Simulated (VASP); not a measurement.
# Li (a cell with a defect) in VASP: notebook

Li (a cell with a defect) is run at these levels: PBE; tasks: single point.

Program: VASP 6.6.1. These are calculated values, not measurements. Logs are shortened: lines on timing, memory, paths and dates and some standing lists are left out, and cuts for length are marked.

### 1 The cell of the first run

The cell holds a defect, 17 atoms: a = 6.980 Å, b = 6.980 Å, c = 6.980 Å, α = 90.00°, β = 90.00°, γ = 90.00°.

### 2 Single point, PBE

INCAR reads:

```
PREC     = Accurate       # precision mode
ENCUT    = 520            # plane-wave cutoff, eV
EDIFF    = 1E-7           # SCF threshold, eV
ISMEAR   = -1             # smearing method
SIGMA    = 0.05           # smearing width, eV
LREAL    = Auto         
LASPH    = T              # aspherical terms in the spheres
NELM     = 60             # most SCF steps
ALGO     = Normal         # electronic algorithm
ISIF     = 2              # what is computed and relaxed
LWAVE    = F              # write WAVECAR
LCHARG   = T              # write CHGCAR
GGA      = PE             # functional
LELF     = T              # ELF
LVHAR    = T            
NBANDS   = 40             # bands
```

KPOINTS reads:

```
Automatic mesh
0
Gamma
  2 2 2
```

POSCAR reads:

```
Li
1.0
    6.9800000000      0.0000000000      0.0000000000
    0.0000000000      6.9800000000      0.0000000000
    0.0000000000      0.0000000000      6.9800000000
Li
17
Direct
    0.0450573066      0.0776790831     -0.0259455587
    0.5900429799     -0.1056160458     -0.0876074499
    0.0285816619      0.4668194842      0.3103295129
    0.0163037249     -0.0577650430      0.3337679083
    0.3508882521      0.1023352436      0.2217335244
    0.8961604585      0.6908595989     -0.0146991404
    0.2779226361     -0.1372206304      0.6542263610
    0.7212034384      0.3681805158      0.0859598854
   -0.0598280802      0.7591260745      0.6458739255
    0.3280372493      0.5571203438      0.4165902579
   -0.0466189112      0.3144699140      0.6963037249
    0.5674785100      0.6093696275      0.7217048711
    0.6735959885      0.7521919771      0.3332091691
    0.7289541547      0.2020343840      0.3614899713
    0.2304297994      0.3823495702      1.0167335244
    0.6564899713      1.0233954155      0.6403724928
    0.3734240688      0.2485100287     -0.3184670487
```

Potentials or basis: VASP PAW PBE potentials, release 64 (Li_sv).

On the command line:

```console
cat potpaw_PBE.64/Li_sv/POTCAR > POTCAR
mpirun -np 1 vasp_std > vasp.out
```

OUTCAR:

```text
PREC = Accurate
   ENCUT = 520
   EDIFF = 1E-7
   ISMEAR = -1
   LREAL = Auto
   LASPH = T
   NELM = 60
   ISIF = 2
   GGA = PE

 ion  position               nearest neighbor table
   1  0.045  0.078  0.974-  15 2.51
   2  0.590  0.894  0.912-  16 2.15  12 2.40
   3  0.029  0.467  0.310-  10 2.31  15 2.56
   4  0.016  0.942  0.334-   9 2.58
   5  0.351  0.102  0.222-  15 2.56
   6  0.896  0.691  0.985-   9 2.44
   7  0.278  0.863  0.654-   9 2.47
   8  0.721  0.368  0.086-  14 2.25
   9  0.940  0.759  0.646-   6 2.44   7 2.47   4 2.58
  10  0.328  0.557  0.417-   3 2.31
  11  0.953  0.314  0.696-
  12  0.567  0.609  0.722-   2 2.40
  13  0.674  0.752  0.333-
  14  0.729  0.202  0.361-   8 2.25  16 2.37
  15  0.230  0.382  0.017-   1 2.51   3 2.56   5 2.56
  16  0.656  0.023  0.640-   2 2.15  14 2.37  17 2.54
  17  0.373  0.249  0.682-  16 2.54

  LATTYP: Found a simple cubic cell.
 ALAT       =     6.9800000000

  Lattice vectors:

 A1 = (   6.9800000000,   0.0000000000,   0.0000000000)
 A2 = (   0.0000000000,   6.9800000000,   0.0000000000)
 A3 = (   0.0000000000,   0.0000000000,   6.9800000000)

Analysis of symmetry for initial positions (statically):
=====================================================================
 Subroutine PRICEL returns:
 Original cell was already a primitive cell.

 Routine SETGRP: Setting up the symmetry group for a
 simple cubic supercell.

 Subroutine GETGRP returns: Found  1 space group operations
 (whereof  1 operations were pure point group operations)
 out of a pool of 48 trial point group operations.

The static configuration has the point symmetry C_1 .

Analysis of symmetry for dynamics (positions and initial velocities):
=====================================================================
 Subroutine PRICEL returns:
 Original cell was already a primitive cell.

 Routine SETGRP: Setting up the symmetry group for a
 simple cubic supercell.

 Subroutine GETGRP returns: Found  1 space group operations
 (whereof  1 operations were pure point group operations)
 out of a pool of 48 trial point group operations.

The dynamic configuration has the point symmetry C_1 .

 Subroutine INISYM returns: Found  1 space group operations
 (whereof  1 operations are pure point group operations),
 and found     1 'primitive' translations

----------------------------------------------------------------------------------------

[... 110 lines left out ...]
   NFREE  =      0    steps in history (QN), initial steepest desc. (CG)
   ISIF   =      2    stress and relaxation
   ISYM   =      2    0-nonsym 1-usesym 2-fastsym
   POTIM  = 0.5000    time-step for ionic-motion
   TEBEG  =    0.0;   TEEND  =   0.0 temperature during run
   PSTRESS=    0.0 pullay stress
   NELECT =      51.0000    total number of electrons
   NUPDOWN=      -1.0000    fix difference up-down
   EMIN   =  10.00;   EMAX   =-10.00  energy-range for DOS
   EFERMI =   0.00;   METHOD = LEGACY
   ISMEAR =    -1;   SIGMA  =   0.05  broadening in eV -4-tet -1-fermi 0-gaus
   EFERMI_NEDOS =   21; number of points for ismear=-14 and -15
   IALGO  =     38    algorithm
   IMIX   =      4    mixing-type and parameters
     AMIX     =   0.40;   BMIX     =  1.00
     AMIX_MAG =   1.60;   BMIX_MAG =  1.00
  volume/ion in A,a.u.               =      20.00       134.99
  Fermi-wavevector in a.u.,A,eV,Ry     =   0.869780  1.643646 10.293044  0.756517
  Thomas-Fermi vector in A             =   1.988651
   LORBIT       =      0    0 simple, 1 ext, 2 COOP (PROOUT), +10 PAW based schemes
   GGA     = PE    functional components
   LHFCALC =     F    Hartree Fock is set to
   AEXX    =    0.0000 exact exchange contribution
   IVDW    =     0    specifies the selected vdW correction
   LEPSILON=     F    determine dielectric tensor
   LRPA    =     F    only Hartree local field effects (RPA)
 non-spin polarized calculation
  energy-cutoff  :      520.00
  volume of cell :      340.07
 maximum number of plane-waves:      9124
 NGX is ok and might be reduce to    54
   NGX = 25   NGY = 25   NGZ = 25

 number of electron      50.9999990 magnetization

 Free energy of the ion-electron system (eV)
  ---------------------------------------------------
  ext. energy  EPLUGINS =         0.00000000
  ---------------------------------------------------
  free energy    TOTEN  =       -28.90614314 eV

  energy without entropy =      -28.84596818  energy(sigma->0) =      -28.87605566

 E-fermi :   0.4107     XC(G=0):  -7.0337

 val. band max:        0.4008190401   @ k =   0.0000   0.5000   0.5000
 cond. band min:       0.4805202507   @ k =   0.5000   0.0000   0.5000
 fundamental gap:      0.0797012105
 Fermi energy:         0.4106833544

 k-point     1 :       0.0000    0.0000    0.0000
  band No.  band energies     occupation
      1     -46.3607      2.00000
      2     -46.3178      2.00000
      3     -46.2315      2.00000
      4     -46.2232      2.00000
      5     -46.2172      2.00000
      6     -46.1855      2.00000
[... 309 lines left out ...]
     36       3.3390      0.00000
     37       3.6265      0.00000
 [bands above 37 left out]

------------------------ aborting loop because EDIFF is reached ----------------------------------------

  FORCE on cell =-STRESS in cart. coord.  units (eV):
  Direction    XX          YY          ZZ          XY          YZ          ZX
  --------------------------------------------------------------------------------------
  -------------------------------------------------------------------------------------
  Total        3.2487858      1.2330008      6.2321982      2.6304022     -3.5984531      0.9360491
  in kB       15.3061298      5.8090843     29.3619957     12.3927151    -16.9535311      4.4100441
  external PRESSURE =      16.8257366 kB  Pullay stress =       0.0000000 kB

 VOLUME and BASIS-vectors are now :
 -----------------------------------------------------------------------------
  energy-cutoff  :      520.00
  volume of cell :      340.07
      direct lattice vectors                 reciprocal lattice vectors
     6.980000000  0.000000000  0.000000000     0.143266476  0.000000000  0.000000000
     0.000000000  6.980000000  0.000000000     0.000000000  0.143266476  0.000000000
     0.000000000  0.000000000  6.980000000     0.000000000  0.000000000  0.143266476

 POSITION                                       TOTAL-FORCE (eV/Angst)
 -----------------------------------------------------------------------------------
      0.31450      0.54220      6.79890        -0.485883     -0.413725     -0.245052
      4.11850      6.24280      6.36850        -0.350418      0.413764      1.467767
      0.19950      3.25840      2.16610        -0.633004     -0.076780      0.292329
      0.11380      6.57680      2.32970         0.125489      0.113398     -0.016075
      2.44920      0.71430      1.54770         0.431169     -0.238606      0.362016
      6.25520      4.82220      6.87740         0.493192     -0.079434      0.410685
[... 9 lines left out ...]
      4.58230      0.16330      4.46980         0.428946      0.043953     -0.354509
      2.60650      1.73460      4.75710        -0.188429      0.053609     -0.186428
 -----------------------------------------------------------------------------------
    total drift:                                0.000851     -0.012867      0.016101

  FREE ENERGIE OF THE ION-ELECTRON SYSTEM (eV)
  ---------------------------------------------------
  free  energy   TOTEN  =       -28.9061431430 eV

  energy  without entropy=      -28.8459681825  energy(sigma->0) =      -28.87605566
```

OSZICAR:

```text
N       E                     dE             d eps       ncg     rms          rms(c)
DAV:   1     0.301678779834E+03    0.30168E+03   -0.22577E+04   656   0.127E+03
DAV:   2     0.518836777769E+02   -0.24980E+03   -0.23522E+03   648   0.342E+02
DAV:   3    -0.115705600624E+02   -0.63454E+02   -0.61717E+02  1200   0.849E+01
DAV:   4    -0.263004591616E+02   -0.14730E+02   -0.14473E+02  1080   0.666E+01
DAV:   5    -0.295568864958E+02   -0.32564E+01   -0.32544E+01  1216   0.202E+01    0.255E+00
DAV:   6    -0.289809837568E+02    0.57590E+00   -0.13663E+00   896   0.595E+00    0.110E+00
DAV:   7    -0.289112334465E+02    0.69750E-01   -0.30851E-01   992   0.206E+00    0.443E-01
DAV:   8    -0.289063602122E+02    0.48732E-02   -0.58053E-02  1016   0.964E-01    0.219E-01
DAV:   9    -0.289062149141E+02    0.14530E-03   -0.80600E-03  1024   0.359E-01    0.109E-01
DAV:  10    -0.289061429983E+02    0.71916E-04   -0.10768E-03  1024   0.157E-01    0.373E-02
DAV:  11    -0.289061467926E+02   -0.37943E-05   -0.23705E-04  1008   0.720E-02    0.162E-02
DAV:  12    -0.289061435675E+02    0.32251E-05   -0.29982E-05   976   0.330E-02    0.606E-03
DAV:  13    -0.289061428678E+02    0.69979E-06   -0.11615E-05   976   0.157E-02    0.192E-03
DAV:  14    -0.289061431433E+02   -0.27550E-06   -0.23778E-06  1032   0.710E-03    0.123E-03
DAV:  15    -0.289061431430E+02    0.24920E-09   -0.48082E-08   512   0.275E-03
   1 F= -.28906143E+02 E0= -.28876056E+02  d E =-.601750E-01
```

Run time: 5.3 min. Hardware: 1 thread of Intel Xeon 8259CL, shared host; peak memory 0.37 GiB.

What came out:

```yaml
Free_energy: -28.9061 eV
Largest_force: 1.565 eV/Å
Band_gap_on_the_k_mesh: zero (an odd number of electrons rules out a gap without spin polarisation)
```

Forces in eV/Å, atoms in the order of the input:
```
Li  -0.486 -0.414 -0.245
Li  -0.350  0.414  1.468
Li  -0.633 -0.077  0.292
Li   0.125  0.113 -0.016
Li   0.431 -0.239  0.362
Li   0.493 -0.079  0.411
Li   0.004  0.212  0.120
Li  -0.452  0.051 -0.943
Li  -0.177 -0.373 -0.222
Li   0.524  0.085 -0.150
Li  -0.064  0.261 -0.165
Li   0.243 -0.851 -0.082
Li  -0.217 -0.096 -0.114
Li  -0.047  0.025  0.189
Li   0.365  0.870 -0.364
Li   0.429  0.044 -0.355
Li  -0.188  0.054 -0.186
```

Levels at points of the mesh, in eV from the Fermi level:
| k point | band 23 | band 24 | band 25 | band 26 | band 27 | band 28 |
| --- | --- | --- | --- | --- | --- | --- |
| (0.00, 0.00, 0.00) | -0.94 | -0.79 | 0.30 | 0.63 | 0.83 | 0.91 |
| (0.50, 0.00, 0.00) | -0.54 | -0.48 | -0.34 | -0.27 | -0.09 | 0.99 |
| (0.00, 0.50, 0.00) | -0.57 | -0.46 | -0.38 | -0.32 | -0.18 | 1.19 |
| (0.00, 0.00, 0.50) | -0.56 | -0.44 | -0.41 | -0.32 | -0.12 | 0.78 |
| (0.50, 0.50, 0.00) | -0.14 | -0.12 | -0.07 | 0.13 | 0.21 | 0.42 |
| (0.00, 0.50, 0.50) | -0.26 | -0.16 | -0.01 | 0.10 | 0.36 | 0.41 |
| (0.50, 0.00, 0.50) | -0.30 | -0.13 | -0.06 | 0.07 | 0.37 | 0.66 |
| (0.50, 0.50, 0.50) | -1.54 | -1.50 | -1.26 | 1.51 | 1.58 | 1.72 |

Caveat: the k points lie up to 0.45 Å⁻¹ apart, too coarse for converged energies and pressures of a metal; the cutoff is under 1.25 times the usual one of these potentials, so pressure, stress and relaxed cells hold a basis-set (Pulay) error.

### 3 Single point, PBE

INCAR reads:

```
SYSTEM = Li
PREC = Accurate
ENCUT = 520
EDIFF = 1E-6
ISMEAR = -1
SIGMA = 0.05
LREAL = Auto
LASPH = .TRUE.
NELM = 80
ALGO = Normal
ISIF = 2
LWAVE = .FALSE.
LCHARG = .FALSE.
GGA = PE
NBANDS = 40
```

KPOINTS reads:

```
regular mesh
0
G
  2 2 2
  0 0 0
```

POSCAR reads:

```
Li
1.0
    6.9800000000      0.0000000000      0.0000000000
    0.0000000000      6.9800000000      0.0000000000
    0.0000000000      0.0000000000      6.9800000000
Li
17
Direct
    0.0092836676      0.1796275072      0.0673495702
    0.6152292264     -0.1228796562     -0.0579942693
   -0.1940830946      0.5485816619      0.4019914040
   -0.0704011461     -0.0360888252      0.3770200573
    0.3126790831      0.0133237822      0.3221060172
    1.2166332378      0.8188538682     -0.0253151862
    0.3754011461     -0.2008739255      0.6084670487
    0.7702435530      0.4715616046     -0.0206876791
   -0.1700716332      0.7047277937      0.6779512894
    0.2473065903      0.3448280802      0.3517335244
    0.2438395415      0.4982521490      0.7358309456
    0.5515902579      0.4410458453      0.6264756447
    0.5390974212      0.7779942693      0.2822492837
    0.6136103152      0.2261318052      0.2426647564
    0.4479942693      0.3107879656      0.9810744986
    0.7614469914      1.1399570201      0.7561318052
    0.1082808023      0.1380515759     -0.3355300860
```

Potentials or basis: VASP PAW PBE potentials, release 64 (Li_sv).

On the command line:

```console
cat potpaw_PBE.64/Li_sv/POTCAR > POTCAR
mpirun -np 1 vasp_std > vasp.out
```

OUTCAR:

```text
SYSTEM = Li
   PREC = Accurate
   ENCUT = 520
   EDIFF = 1E-6
   ISMEAR = -1
   LREAL = Auto
   LASPH = .TRUE.
   NELM = 80
   ISIF = 2
   GGA = PE

 ion  position               nearest neighbor table
   1  0.009  0.180  0.067-
   2  0.615  0.877  0.942-  16 2.47  13 2.53
   3  0.806  0.549  0.402-   9 2.22  12 2.48  13 2.59
   4  0.930  0.964  0.377-
   5  0.313  0.013  0.322-  13 2.30  10 2.37   7 2.53
   6  0.217  0.819  0.975-
   7  0.375  0.799  0.608-  11 2.46   5 2.53  13 2.55
[... 541 lines left out ...]
  Total        3.5096810      2.6129471      7.5276800     -1.1656544     -1.5037795     -2.3097155
  in kB       16.5352954     12.3104782     35.4654492     -5.4917927     -7.0848145    -10.8818517
  external PRESSURE =      21.4370743 kB  Pullay stress =       0.0000000 kB

 VOLUME and BASIS-vectors are now :
 -----------------------------------------------------------------------------
  energy-cutoff  :      520.00
  volume of cell :      340.07
      direct lattice vectors                 reciprocal lattice vectors
     6.980000000  0.000000000  0.000000000     0.143266476  0.000000000  0.000000000
     0.000000000  6.980000000  0.000000000     0.000000000  0.143266476  0.000000000
     0.000000000  0.000000000  6.980000000     0.000000000  0.000000000  0.143266476

 POSITION                                       TOTAL-FORCE (eV/Angst)
 -----------------------------------------------------------------------------------
      0.06480      1.25380      0.47010         0.070290     -0.020416     -0.085607
      4.29430      6.12230      6.57520        -0.081321      0.026481      0.162585
      5.62530      3.82910      2.80590         0.690175     -0.658751     -0.893086
      6.48860      6.72810      2.63160        -0.351926     -0.184927     -0.142449
      2.18250      0.09300      2.24830        -0.318805      0.197244     -0.105823
      1.51210      5.71560      6.80330        -0.392255      0.016115      0.269778
[... 9 lines left out ...]
      5.31490      0.97690      5.27780        -0.318813      0.123998     -0.511103
      0.75580      0.96360      4.63800         0.437764     -0.031283      0.175132
 -----------------------------------------------------------------------------------
    total drift:                               -0.002101      0.009142      0.007602

  FREE ENERGIE OF THE ION-ELECTRON SYSTEM (eV)
  ---------------------------------------------------
  free  energy   TOTEN  =       -28.2268935918 eV

  energy  without entropy=      -28.1660595699  energy(sigma->0) =      -28.19647658
```

OSZICAR:

```text
N       E                     dE             d eps       ncg     rms          rms(c)
DAV:   1     0.310435236000E+03    0.31044E+03   -0.22903E+04   640   0.128E+03
DAV:   2     0.534394471887E+02   -0.25700E+03   -0.24073E+03   656   0.347E+02
DAV:   3    -0.103586998893E+02   -0.63798E+02   -0.61950E+02  1192   0.860E+01
DAV:   4    -0.256818091630E+02   -0.15323E+02   -0.15021E+02  1080   0.674E+01
DAV:   5    -0.290001940047E+02   -0.33184E+01   -0.33169E+01  1200   0.205E+01    0.265E+00
DAV:   6    -0.283503778461E+02    0.64982E+00   -0.14567E+00   928   0.598E+00    0.124E+00
DAV:   7    -0.282295684816E+02    0.12081E+00   -0.43182E-01  1064   0.261E+00    0.452E-01
DAV:   8    -0.282275436477E+02    0.20248E-02   -0.85244E-02   936   0.121E+00    0.254E-01
DAV:   9    -0.282269144353E+02    0.62921E-03   -0.14862E-02  1000   0.462E-01    0.138E-01
DAV:  10    -0.282268774585E+02    0.36977E-04   -0.19059E-03  1000   0.196E-01    0.545E-02
DAV:  11    -0.282268919499E+02   -0.14491E-04   -0.38798E-04  1032   0.927E-02    0.168E-02
DAV:  12    -0.282268932957E+02   -0.13458E-05   -0.62933E-05  1064   0.410E-02    0.836E-03
DAV:  13    -0.282268932122E+02    0.83536E-07   -0.12437E-05  1024   0.191E-02    0.229E-03
DAV:  14    -0.282268935918E+02   -0.37960E-06   -0.53999E-06   768   0.100E-02
   1 F= -.28226894E+02 E0= -.28196477E+02  d E =-.608340E-01
```

Wall time 5.1 min (1 thread of Intel Xeon 8259CL, shared host); peak memory 0.37 GiB.

Results:

```
Free energy            : -28.2269 eV
Largest force          : 1.307 eV/Å
Band gap on the k mesh : zero (an odd number of electrons rules out a gap without spin polarisation)
```

Forces on the atoms (eV/Å):
```
Li   0.070 -0.020 -0.086
Li  -0.081  0.026  0.163
Li   0.690 -0.659 -0.893
Li  -0.352 -0.185 -0.142
Li  -0.319  0.197 -0.106
Li  -0.392  0.016  0.270
Li   0.239  0.414  0.213
Li   0.387  0.535  0.052
Li   0.519  0.592  0.639
Li  -0.284  1.022 -0.045
Li  -1.128 -0.054  0.218
Li   0.217 -0.396 -0.289
Li   0.399 -0.834 -0.156
Li   0.669 -0.477  0.803
Li  -0.753 -0.269 -0.305
Li  -0.319  0.124 -0.511
Li   0.438 -0.031  0.175
```

Levels at points of the mesh, in eV from the Fermi level:
```
           k point  band 23  band 24  band 25  band 26  band 27  band 28
(0.00, 0.00, 0.00)    -0.96    -0.79     0.46     0.52     0.57     0.91
(0.50, 0.00, 0.00)    -0.54    -0.44    -0.36    -0.28     0.02     0.96
(0.00, 0.50, 0.00)    -0.53    -0.50    -0.41    -0.35    -0.23     0.76
(0.00, 0.00, 0.50)    -0.57    -0.46    -0.30    -0.28    -0.26     0.91
(0.50, 0.50, 0.00)    -0.30    -0.09    -0.05    -0.02     0.26     0.39
(0.00, 0.50, 0.50)    -0.26    -0.16    -0.06     0.18     0.21     0.48
(0.50, 0.00, 0.50)    -0.30    -0.22     0.02     0.05     0.33     0.49
(0.50, 0.50, 0.50)    -1.60    -1.53    -1.21     1.47     1.54     1.70
```

Caveat: the k points lie up to 0.45 Å⁻¹ apart, too coarse for converged energies and pressures of a metal; the cutoff is under 1.25 times the usual one of these potentials, so pressure, stress and relaxed cells hold a basis-set (Pulay) error.
